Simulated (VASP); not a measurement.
# Ag (P1) in VASP: single point with PBE+D3(BJ)

Aim: the single point of Ag with PBE+D3(BJ).

Program: VASP 6.6.1. These are calculated values, not measurements. Logs are shortened: lines on timing, memory, paths and dates and some standing lists are left out, and cuts for length are marked.

### Step 1. The cell of the first run

The typed cell holds 3 atoms: a = 7.403 Å, b = 7.403 Å, c = 7.403 Å, α = 22.96°, β = 22.96°, γ = 22.96°.

### Step 2. Single point, PBE+D3(BJ)

The input, INCAR:

```
SYSTEM = Ag
ALGO = Normal
EDIFF = 1E-6
ENCUT = 500
GGA = PE
GGA_COMPAT = .False.
ISIF = 2
ISMEAR = 0
IVDW = 12
LASPH = .True.
LCHARG = .False.
LREAL = .False.
LWAVE = .False.
NBANDS = 24
NELM = 120
PREC = Accurate
SIGMA = 0.1
```

The input, KPOINTS:

```
k-points
0
Gamma
  6 1 1
  0 0 0
```

The input, POSCAR:

```
Ag
1.0
    1.4730471633      0.8504641762      7.2046500000
   -1.4730471633      0.8504641762      7.2046500000
    0.0000000000     -1.7009283525      7.2046500000
Ag
3
Direct
    0.0000000000      0.0000000000      0.0000000000
    0.7777190000      0.7777190000      0.7777190000
    0.3919972224      0.0525647776      0.2222810000
```

Potentials or basis: VASP PAW PBE potentials, release 64 (Ag).

Command:

```
$ cat potpaw_PBE.64/Ag/POTCAR > POTCAR
$ mpirun -np 1 vasp_std > vasp.out
```

OUTCAR:

```text
SYSTEM = Ag
   EDIFF = 1E-6
   ENCUT = 500
   GGA = PE
   ISIF = 2
   ISMEAR = 0
   IVDW = 12
   LASPH = .True.
   LREAL = .False.
   NELM = 120
   PREC = Accurate
 IVDW          = 12

 ion  position               nearest neighbor table
   1  0.000  0.000  0.000-   3 2.73   2 2.94   2 2.94   2 2.94   3 2.98   3 3.22
   2  0.778  0.778  0.778-   3 2.73   1 2.94   1 2.94   1 2.94   3 2.99   3 3.22
   3  0.392  0.053  0.222-   1 2.73   2 2.73   1 2.98   2 2.99   1 3.22   2 3.22

  LATTYP: Found a trigonal (rhomboedric) cell.
 ALAT       =     7.4027115899
 COS(alpha) =     0.9208079399

  Lattice vectors:

 A1 = (   1.4730471633,   0.8504641762,   7.2046500000)
 A2 = (  -1.4730471633,   0.8504641762,   7.2046500000)
 A3 = (   0.0000000000,  -1.7009283525,   7.2046500000)

Analysis of symmetry for initial positions (statically):
=====================================================================
 Subroutine PRICEL returns:
 Original cell was already a primitive cell.

 Routine SETGRP: Setting up the symmetry group for a
 trigonal (rhombohedral) supercell.

 Subroutine GETGRP returns: Found  1 space group operations
 (whereof  1 operations were pure point group operations)
 out of a pool of 12 trial point group operations.

The static configuration has the point symmetry C_1 .

Analysis of symmetry for dynamics (positions and initial velocities):
=====================================================================
 Subroutine PRICEL returns:
 Original cell was already a primitive cell.

 Routine SETGRP: Setting up the symmetry group for a
 trigonal (rhombohedral) supercell.

 Subroutine GETGRP returns: Found  1 space group operations
 (whereof  1 operations were pure point group operations)
 out of a pool of 12 trial point group operations.

The dynamic configuration has the point symmetry C_1 .

 Subroutine INISYM returns: Found  1 space group operations
 (whereof  1 operations are pure point group operations),
 and found     1 'primitive' translations

----------------------------------------------------------------------------------------

                                     Primitive cell

  volume of cell :      54.1548

  direct lattice vectors                    reciprocal lattice vectors
     1.473047163  0.850464176  7.204650000     0.339432445  0.195971413  0.046266416
    -1.473047163  0.850464176  7.204650000    -0.339432445  0.195971413  0.046266416
     0.000000000 -1.700928353  7.204650000     0.000000000 -0.391942827  0.046266416

  length of vectors
     7.402711590  7.402711590  7.402711590     0.394664111  0.394664111  0.394664111

  position of ions in fractional coordinates (direct lattice)
     0.000000000  0.000000000  0.000000000
     0.777719000  0.777719000  0.777719000
     0.391997222  0.052564778  0.222281000

  ion indices of the primitive-cell ions
   primitive index   ion index
                 1           1
                 2           2
                 3           3

----------------------------------------------------------------------------------------

 KPOINTS: k-points

Automatic generation of k-mesh.
 Grid dimensions read from file:
 generate k-points for:    6    1    1

 Generating k-lattice:

  Cartesian coordinates                     Fractional coordinates (reciprocal lattice)
     0.056572074  0.032661902  0.007711069     0.166666667 -0.000000000 -0.000000000
    -0.339432445  0.195971413  0.046266416    -0.000000000  1.000000000  0.000000000
     0.000000000 -0.391942827  0.046266416     0.000000000  0.000000000  1.000000000

  Length of vectors
     0.065777352  0.394664111  0.394664111

  Shift w.r.t. Gamma in fractional coordinates (k-lattice)
     0.000000000  0.000000000  0.000000000

 -----------------------------------------------------------------------------
|                                                                             |
|           W    W    AA    RRRRR   N    N  II  N    N   GGGG   !!!           |
|           W    W   A  A   R    R  NN   N  II  NN   N  G    G  !!!           |
|           W    W  A    A  R    R  N N  N  II  N N  N  G       !!!           |
|           W WW W  AAAAAA  RRRRR   N  N N  II  N  N N  G  GGG   !            |
|           WW  WW  A    A  R   R   N   NN  II  N   NN  G    G                |
|           W    W  A    A  R    R  N    N  II  N    N   GGGG   !!!           |
|                                                                             |
|     Your reciprocal lattice and k-lattice belong to different lattice       |
|     classes:                                                                |
|                                                                             |
|        The reciprocal lattice is rhombohedral (trigonal),                   |
|        whereas your k-lattice is base-centered monoclinic.                  |
|                                                                             |
|     Results are often still useful ...                                      |
|                                                                             |
 -----------------------------------------------------------------------------

 WARNING: IBZKPT: internal override: KBLOWUP is changed to .FALSE.
      ... skipping the blow-up phase ...

 Subroutine IBZKPT returns following result:
 ===========================================

 Found      4 irreducible k-points:

 Following reciprocal coordinates:
            Coordinates               Weight
  0.000000  0.000000  0.000000      1.000000
  0.166667 -0.000000  0.000000      2.000000
  0.333333 -0.000000  0.000000      2.000000
  0.500000 -0.000000  0.000000      1.000000
   k-points           NKPTS =      4   k-points in BZ     NKDIM =      4   number of bands    NBANDS=     24
   number of dos      NEDOS =    301   number of ions     NIONS =      3
   total plane-waves  NPLWV = 157464
   dimension x,y,z NGX =    54 NGY =   54 NGZ =   54
   dimension x,y,z NGXF=   108 NGYF=  108 NGZF=  108
   ions per type =               3
   NGX,Y,Z   is equivalent  to a cutoff of  12.13, 12.13, 12.13 a.u.
   NGXF,Y,Z  is equivalent  to a cutoff of  24.25, 24.25, 24.25 a.u.
 SYSTEM =  Ag
   PREC   = accura    normal or accurate (medium, high low for compatibility)
   ISTART =      0    job   : 0-new  1-cont  2-samecut
   ICHARG =      2    charge: 1-file 2-atom 10-const
   ISPIN  =      1    spin polarized calculation?
   LNONCOLLINEAR =      F non collinear calculations
   LSORBIT =      F    spin-orbit coupling
   LASPH  =      T    aspherical Exc in radial PAW
   ENCUT  =  500.0 eV  36.75 Ry    6.06 a.u.  13.50 13.50 13.50*2*pi/ulx,y,z
   NELM   =    120;   NELMIN=  2; NELMDL= -5     # of ELM steps
   EDIFF  = 0.1E-05   stopping-criterion for ELM
   LREAL  =      F    real-space projection
   EDIFFG = 0.1E-04   stopping-criterion for IOM
   NSW    =      0    number of steps for IOM
   IBRION =     -1    ionic relax: 0-MD 1-quasi-New 2-CG
   NFREE  =      0    steps in history (QN), initial steepest desc. (CG)
   ISIF   =      2    stress and relaxation
   ISYM   =      2    0-nonsym 1-usesym 2-fastsym
   POTIM  = 0.5000    time-step for ionic-motion
   TEBEG  =    0.0;   TEEND  =   0.0 temperature during run
   PSTRESS=    0.0 pullay stress
   NELECT =      33.0000    total number of electrons
   NUPDOWN=      -1.0000    fix difference up-down
   EMIN   =  10.00;   EMAX   =-10.00  energy-range for DOS
   EFERMI =   0.00;   METHOD = LEGACY
   ISMEAR =     0;   SIGMA  =   0.10  broadening in eV -4-tet -1-fermi 0-gaus
   EFERMI_NEDOS =   21; number of points for ismear=-14 and -15
   IALGO  =     38    algorithm
   IMIX   =      4    mixing-type and parameters
     AMIX     =   0.40;   BMIX     =  1.00
     AMIX_MAG =   1.60;   BMIX_MAG =  1.00
  volume/ion in A,a.u.               =      18.05       121.82
  Fermi-wavevector in a.u.,A,eV,Ry     =   1.387929  2.622805 26.209536  1.926347
  Thomas-Fermi vector in A             =   2.512103
   LORBIT       =      0    0 simple, 1 ext, 2 COOP (PROOUT), +10 PAW based schemes
   GGA     = PE    functional components
   LHFCALC =     F    Hartree Fock is set to
   AEXX    =    0.0000 exact exchange contribution
   IVDW    =    12    specifies the selected vdW correction
   LEPSILON=     F    determine dielectric tensor
   LRPA    =     F    only Hartree local field effects (RPA)
 non-spin polarized calculation
 Gauss-broadening in eV      SIGMA  =   0.10
  energy-cutoff  :      500.00
  volume of cell :       54.15
 maximum number of plane-waves:      1413
 NGX is ok and might be reduce to    54
   NGX = 27   NGY = 27   NGZ = 27

 number of electron      32.9999994 magnetization

 Free energy of the ion-electron system (eV)
  ---------------------------------------------------
  ext. energy  EPLUGINS =         0.00000000
  ---------------------------------------------------
  free energy    TOTEN  =       -12.51062186 eV

  energy without entropy =      -12.51062166  energy(sigma->0) =      -12.51062176

 E-fermi :   5.9752     XC(G=0): -11.8482

 val. band max:        5.6273077164   @ k =   0.1667  -0.0000   0.0000
 cond. band min:       6.3231372797   @ k =   0.1667  -0.0000   0.0000
 fundamental gap:      0.6958295633
 Fermi energy:         5.9752225557

 k-point     1 :       0.0000    0.0000    0.0000
  band No.  band energies     occupation
      1       0.3119      2.00000
      2       1.6718      2.00000
      3       1.6903      2.00000
      4       2.7017      2.00000
      5       3.0362      2.00000
      6       3.1457      2.00000
[... 16 lines left out ...]
     23      24.0956      0.00000
     24      25.2325      0.00000

 k-point     2 :       0.1667   -0.0000    0.0000
  band No.  band energies     occupation
      1       1.0275      2.00000
      2       2.0953      2.00000
      3       2.1648      2.00000
      4       2.6387      2.00000
      5       2.8221      2.00000
      6       2.9154      2.00000
[... 16 lines left out ...]
     23      22.8561      0.00000
     24      23.4003      0.00000

 k-point     3 :       0.3333   -0.0000    0.0000
  band No.  band energies     occupation
      1       1.7095      2.00000
      2       2.0299      2.00000
      3       2.1612      2.00000
      4       2.2797      2.00000
      5       2.3173      2.00000
      6       2.9679      2.00000
[... 16 lines left out ...]
     23      18.8249      0.00000
     24      20.2257      0.00000

 k-point     4 :       0.5000   -0.0000    0.0000
  band No.  band energies     occupation
      1       1.4148      2.00000
      2       1.8871      2.00000
      3       1.9836      2.00000
      4       2.0643      2.00000
      5       2.1587      2.00000
      6       2.8674      2.00000
[... 16 lines left out ...]
     23      19.2031      0.00000
     24      19.4644      0.00000

------------------------ aborting loop because EDIFF is reached ----------------------------------------

 Edisp (eV)   -1.66658

 E8    (eV) :    -0.7282

  FORCE on cell =-STRESS in cart. coord.  units (eV):
  Direction    XX          YY          ZZ          XY          YZ          ZX
  --------------------------------------------------------------------------------------
  -------------------------------------------------------------------------------------
  Total      -5.38260    -8.63942    -1.84105     3.03753    -0.78825    -1.10129
  in kB    -159.24488  -255.59843   -54.46773    89.86576   -23.32035   -32.58197
  external pressure =     -156.44 kB  Pullay stress =        0.00 kB

 VOLUME and BASIS-vectors are now :
 -----------------------------------------------------------------------------
  energy-cutoff  :      500.00
  volume of cell :       54.15
      direct lattice vectors                 reciprocal lattice vectors
     1.473047163  0.850464176  7.204650000     0.339432445  0.195971413  0.046266416
    -1.473047163  0.850464176  7.204650000    -0.339432445  0.195971413  0.046266416
     0.000000000 -1.700928353  7.204650000     0.000000000 -0.391942827  0.046266416

 POSITION                                       TOTAL-FORCE (eV/Angst)
 -----------------------------------------------------------------------------------
      0.00000      0.00000      0.00000         0.241201      0.121570      0.117951
      0.00000     -0.00000     16.80958         0.005337      0.072622     -0.173566
      0.50000     -0.00000      4.80437        -0.246538     -0.194192      0.055615
 -----------------------------------------------------------------------------------
    total drift:                                0.000045     -0.000021     -0.000049

  FREE ENERGIE OF THE ION-ELECTRON SYSTEM (eV)
  ---------------------------------------------------
  free  energy   TOTEN  =       -14.1772055927 eV

  energy  without entropy=      -14.1772053845  energy(sigma->0) =      -14.17720549
```

Run time: 72 s. Hardware: 1 thread of Intel Xeon 8259CL, shared host; peak memory 0.34 GiB.

What came out:

| Quantity | Value |
| --- | --- |
| Free energy | -14.1772 eV |
| Pressure | -15.6 GPa |
| Largest force | 0.319 eV/Å |
| Band gap on the k mesh | zero (an odd number of electrons rules out a gap without spin polarisation) |
| Dispersion energy per atom | -0.556 eV |

Forces on the atoms (eV/Å):
```
Ag   0.241  0.122  0.118
Ag   0.005  0.073 -0.174
Ag  -0.247 -0.194  0.056
```

Stress tensor (GPa, compression positive):
```
-15.92   8.99  -3.26
  8.99 -25.56  -2.33
 -3.26  -2.33  -5.45
```

Caveat: the k points lie up to 2.18 Å⁻¹ apart, too coarse for converged energies and pressures of a metal; three body term missing.
